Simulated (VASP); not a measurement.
# Sb (I4_1/amd) in VASP: further runs, part 2 of 2

VASP 6.6.1.

## (3) Relaxation of cell and atoms, PBE, target pressure 220 GPa, at which the enthalpy is minimised

This run uses another cell than the first one, of 13.45 Å³/atom.

File INCAR:

```
ALGO = Normal
EDIFF = 1E-6
EDIFFG = -0.005
ENCUT = 600
GGA = PE
IBRION = 2
ISIF = 3
ISMEAR = -1
LASPH = T
LCHARG = F
LREAL = F
LWAVE = F
NELM = 80
NSW = 60
PREC = Accurate
PSTRESS = 2200.0
SIGMA = 0.1
```

File KPOINTS:

```
k-points
0
Gamma
  17 17 17
```

File POSCAR:

```
Sb
1.0
   -2.3039769142      2.3039769142      1.2671873028
    2.3039769142     -2.3039769142      1.2671873028
    2.3039769142      2.3039769142     -1.2671873028
Sb
2
Direct
   -0.3750000000     -0.1250000000     -0.2500000000
    0.3750000000      0.1250000000      0.2500000000
```

Potentials or basis: VASP PAW PBE potentials, release 64 (Sb).

On the command line:

```console
> cat potpaw_PBE.64/Sb/POTCAR > POTCAR
> mpirun -np 1 vasp_std > vasp.out
```

OUTCAR:

```text
EDIFF = 1E-6
   EDIFFG = -0.005
   ENCUT = 600
   GGA = PE
   IBRION = 2
   ISIF = 3
   ISMEAR = -1
   LASPH = T
   LREAL = F
   NELM = 80
   NSW = 60
   PREC = Accurate
   PSTRESS = 2200.0

 ion  position               nearest neighbor table
   1  0.625  0.875  0.750-   2 2.39   2 2.39   2 2.39   2 2.39   2 2.99   2 2.99   2 2.99   2 2.99

   2  0.375  0.125  0.250-   1 2.39   1 2.39   1 2.39   1 2.39   1 2.99   1 2.99   1 2.99   1 2.99

  LATTYP: Found a body centered tetragonal cell.
 ALAT       =     4.6079538284
 C/A-ratio  =     0.5500000000

  Lattice vectors:

 A1 = (  -2.3039769142,   2.3039769142,   1.2671873028)
 A2 = (   2.3039769142,  -2.3039769142,   1.2671873028)
 A3 = (   2.3039769142,   2.3039769142,  -1.2671873028)

Analysis of symmetry for initial positions (statically):
=====================================================================
 Subroutine PRICEL returns:
 Original cell was already a primitive cell.

 Routine SETGRP: Setting up the symmetry group for a
 body centered tetragonal supercell.

 Subroutine GETGRP returns: Found 16 space group operations
 (whereof  4 operations were pure point group operations)
 out of a pool of 16 trial point group operations.

The static configuration has the point symmetry C_2h.
 The point group associated with its full space group is D_4h.

Analysis of symmetry for dynamics (positions and initial velocities):
=====================================================================
 Subroutine PRICEL returns:
 Original cell was already a primitive cell.

 Routine SETGRP: Setting up the symmetry group for a
 body centered tetragonal supercell.

 Subroutine GETGRP returns: Found 16 space group operations
 (whereof  4 operations were pure point group operations)
 out of a pool of 16 trial point group operations.

The dynamic configuration has the point symmetry C_2h.
 The point group associated with its full space group is D_4h.

 Subroutine INISYM returns: Found 16 space group operations
 (whereof  4 operations are pure point group operations),
 and found     1 'primitive' translations

----------------------------------------------------------------------------------------

                                     Primitive cell

  volume of cell :      26.9065

  direct lattice vectors                    reciprocal lattice vectors
    -2.303976914  2.303976914  1.267187303     0.000000000  0.217016063  0.394574661
     2.303976914 -2.303976914  1.267187303     0.217016063  0.000000000  0.394574661
     2.303976914  2.303976914 -1.267187303     0.217016063  0.217016063  0.000000000

  length of vectors
     3.496052474  3.496052474  3.496052474     0.450316705  0.450316705  0.306907060

  position of ions in fractional coordinates (direct lattice)
     0.625000000  0.875000000  0.750000000
     0.375000000  0.125000000  0.250000000

  ion indices of the primitive-cell ions
   primitive index   ion index
                 1           1
                 2           2

----------------------------------------------------------------------------------------

 KPOINTS: k-points

Automatic generation of k-mesh.
[... 62 lines left out ...]
   LSORBIT =      F    spin-orbit coupling
   LASPH  =      T    aspherical Exc in radial PAW
   ENCUT  =  600.0 eV  44.10 Ry    6.64 a.u.   6.98  6.98  6.98*2*pi/ulx,y,z
   NELM   =     80;   NELMIN=  2; NELMDL= -5     # of ELM steps
   EDIFF  = 0.1E-05   stopping-criterion for ELM
   LREAL  =      F    real-space projection
   EDIFFG = -.5E-02   stopping-criterion for IOM
   NSW    =     60    number of steps for IOM
   IBRION =      2    ionic relax: 0-MD 1-quasi-New 2-CG
   NFREE  =      1    steps in history (QN), initial steepest desc. (CG)
   ISIF   =      3    stress and relaxation
   ISYM   =      2    0-nonsym 1-usesym 2-fastsym
   POTIM  = 0.5000    time-step for ionic-motion
   TEBEG  =    0.0;   TEEND  =   0.0 temperature during run
   PSTRESS= 2200.0 pullay stress
   NELECT =      10.0000    total number of electrons
   NUPDOWN=      -1.0000    fix difference up-down
   EMIN   =  10.00;   EMAX   =-10.00  energy-range for DOS
   EFERMI =   0.00;   METHOD = LEGACY
   ISMEAR =    -1;   SIGMA  =   0.10  broadening in eV -4-tet -1-fermi 0-gaus
   EFERMI_NEDOS =   21; number of points for ismear=-14 and -15
   IALGO  =     38    algorithm
   IMIX   =      4    mixing-type and parameters
     AMIX     =   0.40;   BMIX     =  1.00
     AMIX_MAG =   1.60;   BMIX_MAG =  1.00
  volume/ion in A,a.u.               =      13.45        90.79
  Fermi-wavevector in a.u.,A,eV,Ry     =   1.177034  2.224272 18.849646  1.385410
  Thomas-Fermi vector in A             =   2.313388
   LORBIT       =      0    0 simple, 1 ext, 2 COOP (PROOUT), +10 PAW based schemes
   GGA     = PE    functional components
   LHFCALC =     F    Hartree Fock is set to
   AEXX    =    0.0000 exact exchange contribution
   IVDW    =     0    specifies the selected vdW correction
   LEPSILON=     F    determine dielectric tensor
   LRPA    =     F    only Hartree local field effects (RPA)
 conjugate gradient relaxation of ions
 non-spin polarized calculation
  energy-cutoff  :      600.00
  volume of cell :       26.91
 maximum number of plane-waves:       911
   NGX = 13   NGY = 13   NGZ = 13

--------------------------------------- Ionic step        1  -------------------------------------------

 number of electron      10.0000000 magnetization

 number of electron       9.9999999 magnetization

 Free energy of the ion-electron system (eV)
  ---------------------------------------------------
  ext. energy  EPLUGINS =         0.00000000
  ---------------------------------------------------
  free energy    TOTEN  =         4.66029323 eV

  energy without entropy =        4.68669626  energy(sigma->0) =        4.67349475

------------------------ aborting loop because EDIFF is reached ----------------------------------------

  FORCE on cell =-STRESS in cart. coord.  units (eV):
  Direction    XX          YY          ZZ          XY          YZ          ZX
  --------------------------------------------------------------------------------------
  -------------------------------------------------------------------------------------
  Total       44.5803120     44.5803120     41.1136353      0.0000000      0.0000000     -0.0000000
  in kB     2654.5849970   2654.5849970   2448.1578198      0.0000000      0.0000000     -0.0000000
  external PRESSURE =     385.7759379 kB  Pullay stress =    2200.0000000 kB
[... 97 lines left out ...]
  energy  without entropy=        2.2291214846  energy(sigma->0) =        2.21528763

  enthalpy is  TOTEN    =        41.4565537818 eV   P V=       39.2551000040

[... ionic steps 4 to 11 ...]

--------------------------------------- Ionic step       12  -------------------------------------------

 number of electron      10.0000001 magnetization

------------------------ aborting loop because EDIFF is reached ----------------------------------------
[... 71 lines left out ...]
--------------------------------------- Ionic step       14  -------------------------------------------

 number of electron      10.0000001 magnetization

 Free energy of the ion-electron system (eV)
  ---------------------------------------------------
  ext. energy  EPLUGINS =         0.00000000
  ---------------------------------------------------
  free energy    TOTEN  =         2.74793285 eV

  energy without entropy =        2.77406584  energy(sigma->0) =        2.76099935

 E-fermi :  20.7716     XC(G=0): -13.2511

 val. band max:       20.7648957132   @ k =  -0.1176   0.2353   0.1176
 cond. band min:      20.7827603924   @ k =  -0.3529   0.2941   0.0000
 fundamental gap:      0.0178646792
 Fermi energy:        20.7715875167

 k-point     1 :       0.0000    0.0000    0.0000
  band No.  band energies     occupation
      1      -0.2666      2.00000
      2      13.1614      2.00000
      3      13.1614      2.00000
      4      15.1325      2.00000
      5      19.7124      1.99995
      6      26.7032      0.00000
      7      26.7032      0.00000
      8      29.3573      0.00000
      9      30.0524      0.00000
[... 265 lines left out ...]
 k-point    24 :      -0.1176    0.0588   -0.0000
  band No.  band energies     occupation
      1      -0.0467      2.00000
      2      11.8742      2.00000
      3      13.2528      2.00000
      4      16.4202      2.00000
      5      20.3737      1.96327
      6      25.4065      0.00000
      7      26.4983      0.00000
      8      27.7218      0.00000
      9      28.3545      0.00000

 [... further k-points ...]

------------------------ aborting loop because EDIFF is reached ----------------------------------------

  FORCE on cell =-STRESS in cart. coord.  units (eV):
  Direction    XX          YY          ZZ          XY          YZ          ZX
  --------------------------------------------------------------------------------------
  -------------------------------------------------------------------------------------
  Total       38.6780458     38.6780458     38.6736560     -0.0000000      0.0000000      0.0000000
  in kB     2199.8675987   2199.8675987   2199.6179272     -0.0000000      0.0000000      0.0000000
  external PRESSURE =      -0.2156251 kB  Pullay stress =    2200.0000000 kB
[... 21 lines left out ...]
  energy  without entropy=        2.7740658405  energy(sigma->0) =        2.76099935

  enthalpy is  TOTEN    =        41.4283064928 eV   P V=       38.6803736395

 reached required accuracy - stopping structural energy minimisation
```

OSZICAR:

```text
N       E                     dE             d eps       ncg     rms          rms(c)
DAV:   1     0.633719015351E+02    0.63372E+02   -0.42622E+03  7290   0.105E+03
DAV:   2     0.617075678185E+01   -0.57201E+02   -0.56130E+02  9647   0.167E+02
DAV:   3     0.434000192417E+01   -0.18308E+01   -0.17851E+01  9338   0.329E+01
[... 87 lines left out ...]
DAV:   3     0.274604924657E+01    0.15286E-05   -0.20666E-06  6128   0.991E-03    0.115E-03
DAV:   4     0.274604933634E+01    0.89769E-07   -0.22389E-07  3726   0.394E-03
  13 F= 0.41428312E+02 E0= 0.41441390E+02  d E =0.924832E-06
       N       E                     dE             d eps       ncg     rms          rms(c)
DAV:   1     0.274793261289E+01    0.18834E-02   -0.78824E-05  9043   0.594E-02    0.686E-03
DAV:   2     0.274793285325E+01    0.24036E-06   -0.31571E-06  7468   0.158E-02
  14 F= 0.41428306E+02 E0= 0.41441373E+02  d E =-.434547E-05
```

Wall time 16 min (1 thread of Intel Xeon 8259CL, shared host); peak memory 0.27 GiB.

What came out:

```yaml
Free_energy: 2.7479 eV
Relaxed_volume: 14.08 Å³/atom
Relaxed_cell: a = 3.570 Å, b = 3.570 Å, c = 3.570 Å, α = 97.19°, β = 97.19°, γ = 138.57°
Space_group_after_relaxing_to_0.1_Å: I4_1/amd (No. 141)
Energy_change_on_relaxing_the_run_minimises_the_enthalpy: -956.2 meV/atom
Ionic_steps: 14
Pressure_after_relaxing: 220.0 GPa
Band_gap_on_the_k_mesh: zero (bands 5 and 6 overlap by 6.78 eV)
```

Step by step:
```
step  energy change (eV)  largest force (eV/Å)  pressure (GPa)  volume (Å³)
   1              0.0000                0.0000          258.58        26.91
   2            -10.9505                0.0000           44.58        41.52
   3             -2.4588                0.0000          208.34        28.59
   4             -1.9806                0.0000          218.00        28.23
   5             -1.9437                0.0000          218.75        28.20
   6             -1.6775                0.0000          224.90        28.03
   7             -1.8769                0.0000          220.70        28.14
   8             -1.8751                0.0000          220.74        28.14
   9             -2.1297                0.0000          215.58        28.33
  10             -1.9089                0.0000          220.05        28.17
  11             -1.9095                0.0000          220.04        28.17
  12             -1.9105                0.0000          220.03        28.17
  13             -1.9142                0.0000          219.93        28.17
  14             -1.9124                0.0000          219.98        28.17
```

Final structure:
```
Sb
1.0
    -2.36132    2.36132    1.26301
     2.36132   -2.36132    1.26301
     2.36132    2.36132   -1.26301
Sb
2
Cartesian
  2.3613 1.1807 0.9473
  0.0000 1.1807 0.3158
```

Caveat: the cell is relaxed towards a set pressure, so the run minimises the enthalpy, not the energy; spin-orbit coupling is left out, which moves the levels of the heavy elements.
